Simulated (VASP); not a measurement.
Input of a VASP 6.6.1 run:

Contents of INCAR:

```
ALGO = Fast ; EDIFF = 1E-6
ENCUT = 520 ; GGA = PE
ISIF = 2 ; ISMEAR = 0
LASPH = True ; LCHARG = False
LREAL = False ; LWAVE = False
NBANDS = 18 ; NELM = 100
PREC = Accurate ; SIGMA = 0.15
```

Contents of KPOINTS:

```
k-points
0
Gamma
  14 14 14
```

File POSCAR:

```
InPd
1.0
    3.2718847800      0.0000000000      0.0000000000
    0.0000000000      3.2718847800      0.0000000000
    0.0000000000      0.0000000000      3.2718847800
In Pd
1 1
Direct
    0.0000000000      0.0000000000      0.0000000000
    0.4513738911      0.4513738911      0.4312322972
```

Potentials or basis: VASP PAW PBE potentials, release 64 (In_d, Pd).

Run with:

```bash
$ cat potpaw_PBE.64/In_d/POTCAR potpaw_PBE.64/Pd/POTCAR > POTCAR
$ mpirun -np 1 vasp_std > vasp.out
```

Question: What does it give for the largest force?

Answer: 1.791 eV/Å.

Question: Predict the pressure.

Answer: 9.0 GPa.

Question: Estimate the band gap on the k mesh.

Answer: Zero (an odd number of electrons rules out a gap without spin polarisation).

Stress tensor (GPa, compression positive):
```
9.42 3.08 3.98
3.08 9.42 3.98
3.98 3.98 8.17
```

Caveat: the cell differs from its parent crystal (atom 2 (Pd) moved by (-0.225, -0.225) A along [1 1 0] and z); the cell stands under pressure; spin-orbit coupling is left out, which moves the levels of the heavy elements; forces of over 1 eV/Å act on the atoms, so gaps and moduli don't describe the material at rest.
